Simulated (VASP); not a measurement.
Runs of VASP 6.6.1 on MgS. The structure is cubic, space group Fm-3m (No. 225). Conventional cell: a = 5.209 Å, b = 5.209 Å, c = 5.209 Å, α = 90.00°, β = 90.00°, γ = 90.00°. Within 3.4 Å of Mg (site symmetry m-3m) lie 6 S at 2.60 Å. S (site symmetry m-3m) has 6 Mg at 2.60 Å within 3.4 Å. 

```csv
task,level,potentials or basis,cutoff (eV),smearing,gap on the mesh (eV),pressure (GPa)
single point,LDA,"VASP PAW LDA potentials, release 64 (Mg, S)",600,gaussian 0.1 eV,2.55,(a)
single point,PBE,"VASP PAW PBE potentials, release 64 (Mg, S)",600,gaussian 0.1 eV,2.77,0.7
single point,PBE,"VASP PAW PBE potentials, release 64 (Mg, S)",600,tetrahedron,2.77,0.7
electric field gradients,PBE,"VASP PAW PBE potentials, release 64 (Mg, S)",520,gaussian 0.1 eV,2.77,0.6
single point,PBE,"VASP PAW PBE potentials, release 64 (Mg, S)",600,gaussian 0.01 eV,2.77,0.7
```

Alike in all rows: no spin polarisation; cell as given; k mesh 6 × 6 × 6.

**Question.** Fill in the values left out.

**Answer.** (a) -4.0.

Caveats: the cell stands under tension (at least some runs).

A k mesh can miss the band edges.
